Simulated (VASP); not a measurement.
# NaF (Fm-3m) in VASP: single point with PBE-based screened hybrid with 40 % exact exchange

Aim: the single point of NaF with PBE-based screened hybrid with 40 % exact exchange.

Program: VASP 6.6.1. These are calculated values, not measurements. Logs are shortened: lines on timing, memory, paths and dates and some standing lists are left out, and cuts for length are marked.

### 1 The cell of the first run

It takes space group Fm-3m (No. 225, cubic). Conventional cell: a = 4.640 Å, b = 4.640 Å, c = 4.640 Å, α = 90.00°, β = 90.00°, γ = 90.00°. Within 3.1 Å of Na (site symmetry m-3m) lie 6 F at 2.32 Å. Within 3.1 Å of F (site symmetry m-3m) lie 6 Na at 2.32 Å.

### 2 Single point, PBE-based screened hybrid with 40 % exact exchange

Contents of POSCAR:

```
NaF
1.0
    0.0000000000      2.3200000000      2.3200000000
    2.3200000000      0.0000000000      2.3200000000
    2.3200000000      2.3200000000      0.0000000000
Na F
1 1
Direct
    0.0000000000      0.0000000000      0.0000000000
    0.5000000000      0.5000000000      0.5000000000
```

Contents of INCAR.step1:

```
  PREC = Accurate
  ENCUT = 520
  EDIFF = 1E-5
  ISMEAR = 0
  SIGMA = 0.01
  LREAL = False
  LASPH = True
  NELM = 120
  ALGO = Normal
  ISIF = 2
  LWAVE = True
  LCHARG = False
  NBANDS = 14
  GGA = PE
  GGA_COMPAT = False
```

Contents of INCAR.step2:

```
  PREC = Accurate
  ENCUT = 520
  EDIFF = 1E-6
  ISMEAR = 0
  SIGMA = 0.01
  LREAL = False
  LASPH = True
  NELM = 120
  ALGO = Normal
  ISIF = 2
  LWAVE = False
  LCHARG = False
  GGA = PE
  LHFCALC = True
  AEXX = 0.4
  HFSCREEN = 0.20786987370883472
  PRECFOCK = Normal
  NBANDS = 14
  ISTART = 1
  GGA_COMPAT = False
```

Contents of KPOINTS:

```
regular mesh
0
Gamma
  6 6 6
```

Potentials or basis: VASP PAW PBE potentials, release 64 (Na_pv, F).

The run is started by

```console
cat potpaw_PBE.64/Na_pv/POTCAR potpaw_PBE.64/F/POTCAR > POTCAR
cp INCAR.step1 INCAR
mpirun -np 1 vasp_std > vasp.out
cp INCAR.step2 INCAR
mpirun -np 1 vasp_std > vasp.out
```

OUTCAR:

```text
PREC = Accurate
   ENCUT = 520
   EDIFF = 1E-6
   ISMEAR = 0
   LREAL = False
   LASPH = True
   NELM = 120
   ISIF = 2
   GGA = PE
   LHFCALC = True
   AEXX = 0.4
   HFSCREEN = 0.20786987370883472
   PRECFOCK = Normal
   ISTART = 1

 ion  position               nearest neighbor table
   1  0.000  0.000  0.000-   2 2.32   2 2.32   2 2.32   2 2.32   2 2.32   2 2.32
   2  0.500  0.500  0.500-   1 2.32   1 2.32   1 2.32   1 2.32   1 2.32   1 2.32

  LATTYP: Found a face centered cubic cell.
 ALAT       =     4.6400000000

  Lattice vectors:

 A1 = (   0.0000000000,   2.3200000000,   2.3200000000)
 A2 = (   2.3200000000,   0.0000000000,   2.3200000000)
 A3 = (   2.3200000000,   2.3200000000,   0.0000000000)

Analysis of symmetry for initial positions (statically):
=====================================================================
 Subroutine PRICEL returns:
 Original cell was already a primitive cell.

 Routine SETGRP: Setting up the symmetry group for a
 face centered cubic supercell.

 Subroutine GETGRP returns: Found 48 space group operations
 (whereof 48 operations were pure point group operations)
 out of a pool of 48 trial point group operations.

The static configuration has the point symmetry O_h .

Analysis of symmetry for dynamics (positions and initial velocities):
=====================================================================
 Subroutine PRICEL returns:
 Original cell was already a primitive cell.

 Routine SETGRP: Setting up the symmetry group for a
 face centered cubic supercell.

 Subroutine GETGRP returns: Found 48 space group operations
 (whereof 48 operations were pure point group operations)
 out of a pool of 48 trial point group operations.

The dynamic configuration has the point symmetry O_h .

 Subroutine INISYM returns: Found 48 space group operations
 (whereof 48 operations are pure point group operations),
 and found     1 'primitive' translations

----------------------------------------------------------------------------------------

                                     Primitive cell

  volume of cell :      24.9743

  direct lattice vectors                    reciprocal lattice vectors
     0.000000000  2.320000000  2.320000000    -0.215517241  0.215517241  0.215517241
     2.320000000  0.000000000  2.320000000     0.215517241 -0.215517241  0.215517241
[... 91 lines left out ...]
   ISMEAR =     0;   SIGMA  =   0.01  broadening in eV -4-tet -1-fermi 0-gaus
   EFERMI_NEDOS =   21; number of points for ismear=-14 and -15
   IALGO  =     38    algorithm
   IMIX   =      1    mixing-type and parameters
     AMIX     =   0.40;   BMIX     =  1.00
     AMIX_MAG =   1.60;   BMIX_MAG =  1.00
  volume/ion in A,a.u.               =      12.49        84.27
  Fermi-wavevector in a.u.,A,eV,Ry     =   1.349852  2.550851 24.791186  1.822101
  Thomas-Fermi vector in A             =   2.477405
   LORBIT       =      0    0 simple, 1 ext, 2 COOP (PROOUT), +10 PAW based schemes
   GGA     = PE    functional components
   LHFCALC =     T    Hartree Fock is set to
   PRECFOCK=normal    Normal, Fast or Accurate (Low or Medium for compatibility)
   ENCUT4O =  -1.0   cutoff for four orbital integrals eV
   NKREDX  =     1    reduce k-point grid by
   NKREDY  =     1    reduce k-point grid by
   NKREDZ  =     1    reduce k-point grid by
   AEXX    =    0.4000 exact exchange contribution
   HFSCREEN=    0.2079 screening length (either q_TF or 0.3 A-1)
   HFSCREENC=   0.2079 screening length for correlation (either q_TF or 0.3 A-1)
   ENCUTFOCK=  -1.0 apply spherical cutoff to Coloumb kernel
   IVDW    =     0    specifies the selected vdW correction
   LEPSILON=     F    determine dielectric tensor
   LRPA    =     F    only Hartree local field effects (RPA)
 non-spin polarized calculation
 Gauss-broadening in eV      SIGMA  =   0.01
  energy-cutoff  :      520.00
  volume of cell :       24.97
 maximum number of plane-waves:       692
  NGX = 20; NGY = 20; NGZ = 20

 number of electron      13.9999982 magnetization

 Free energy of the ion-electron system (eV)
  ---------------------------------------------------
  ext. energy  EPLUGINS =         0.00000000
  ---------------------------------------------------
  free energy    TOTEN  =       -11.39697362 eV

  energy without entropy =      -11.39697362  energy(sigma->0) =      -11.39697362

 E-fermi :  -4.7195     XC(G=0):  -6.5166

 val. band max:       -4.8152299751   @ k =   0.0000   0.0000   0.0000
 cond. band min:       4.9346655949   @ k =   0.0000   0.0000   0.0000
 fundamental gap:      9.7498955699
 Fermi energy:        -4.7195064452

 k-point     1 :       0.0000    0.0000    0.0000
  band No.  band energies     occupation
      1     -26.4631      2.00000
      2     -26.0387      2.00000
      3     -26.0387      2.00000
      4     -26.0387      2.00000
      5      -4.8152      2.00000
      6      -4.8152      2.00000
      7      -4.8152      2.00000
      8       4.9347      0.00000
      9      17.9510      0.00000
     10      17.9510      0.00000
     11      17.9510      0.00000
     12      20.4000      0.00000
     13      23.3175      0.00000
     14      23.3175      0.00000
[... 241 lines left out ...]
      1     -26.5522      2.00000
      2     -26.1444      2.00000
      3     -26.1058      2.00000
      4     -25.7126      2.00000
      5      -5.9461      2.00000
      6      -5.5006      2.00000
      7      -5.3748      2.00000
      8      12.0201      0.00000
      9      12.0641      0.00000
     10      13.6003      0.00000
     11      16.9022      0.00000
     12      20.7028      0.00000
     13      25.3044      0.00000
     14      25.5751      0.00000

------------------------ aborting loop because EDIFF is reached ----------------------------------------

  FORCE on cell =-STRESS in cart. coord.  units (eV):
  Direction    XX          YY          ZZ          XY          YZ          ZX
  --------------------------------------------------------------------------------------
  -------------------------------------------------------------------------------------
  Total       -0.1496950     -0.1496950     -0.1496950      0.0000000      0.0000000      0.0000000
  in kB       -9.6033729     -9.6033729     -9.6033729      0.0000000      0.0000000      0.0000000
  external PRESSURE =      -9.6033729 kB  Pullay stress =       0.0000000 kB

 VOLUME and BASIS-vectors are now :
 -----------------------------------------------------------------------------
  energy-cutoff  :      520.00
  volume of cell :       24.97
      direct lattice vectors                 reciprocal lattice vectors
     0.000000000  2.320000000  2.320000000    -0.215517241  0.215517241  0.215517241
     2.320000000  0.000000000  2.320000000     0.215517241 -0.215517241  0.215517241
     2.320000000  2.320000000  0.000000000     0.215517241  0.215517241 -0.215517241

 POSITION                                       TOTAL-FORCE (eV/Angst)
 -----------------------------------------------------------------------------------
      0.00000      0.00000      0.00000         0.000000      0.000000      0.000000
      2.32000      2.32000      2.32000        -0.000000     -0.000000     -0.000000
 -----------------------------------------------------------------------------------
    total drift:                               -0.000001     -0.000002     -0.000002

  FREE ENERGIE OF THE ION-ELECTRON SYSTEM (eV)
  ---------------------------------------------------
  free  energy   TOTEN  =       -11.3969736171 eV

  energy  without entropy=      -11.3969736171  energy(sigma->0) =      -11.39697362
```

OSZICAR.step1:

```text
N       E                     dE             d eps       ncg     rms          rms(c)
DAV:   1     0.104826660149E+03    0.10483E+03   -0.78357E+03   448   0.122E+03
DAV:   2    -0.430676701250E+01   -0.10913E+03   -0.10251E+03   478   0.327E+02
DAV:   3    -0.941883395416E+01   -0.51121E+01   -0.51010E+01   556   0.667E+01
DAV:   4    -0.945868094862E+01   -0.39847E-01   -0.39844E-01   502   0.625E+00
DAV:   5    -0.945909826233E+01   -0.41731E-03   -0.41731E-03   580   0.632E-01    0.542E+00
DAV:   6    -0.857097261859E+01    0.88813E+00   -0.31105E+00   542   0.148E+01    0.182E+00
DAV:   7    -0.856087058408E+01    0.10102E-01   -0.27868E-02   460   0.200E+00    0.106E+00
DAV:   8    -0.856229779940E+01   -0.14272E-02   -0.28814E-02   478   0.337E+00    0.148E-01
DAV:   9    -0.856298206071E+01   -0.68426E-03   -0.42145E-03   538   0.597E-01    0.126E-01
DAV:  10    -0.856286293803E+01    0.11912E-03   -0.81232E-04   490   0.325E-01    0.153E-02
DAV:  11    -0.856286083812E+01    0.20999E-05   -0.27954E-05   508   0.725E-02
   1 F= -.85628608E+01 E0= -.85628608E+01  d E =-.237544E-21
```

Run time: 24 min. Hardware: 1 thread of Intel Xeon 8259CL, shared host; peak memory 0.24 GiB.

What came out:

| Property | Result |
| --- | --- |
| Free energy | -11.3970 eV |
| Pressure | -1.0 GPa |
| Band gap on the k mesh | 9.75 eV |

Caveat: the PAW data sets were made with another functional, which shifts forces and pressure a little.
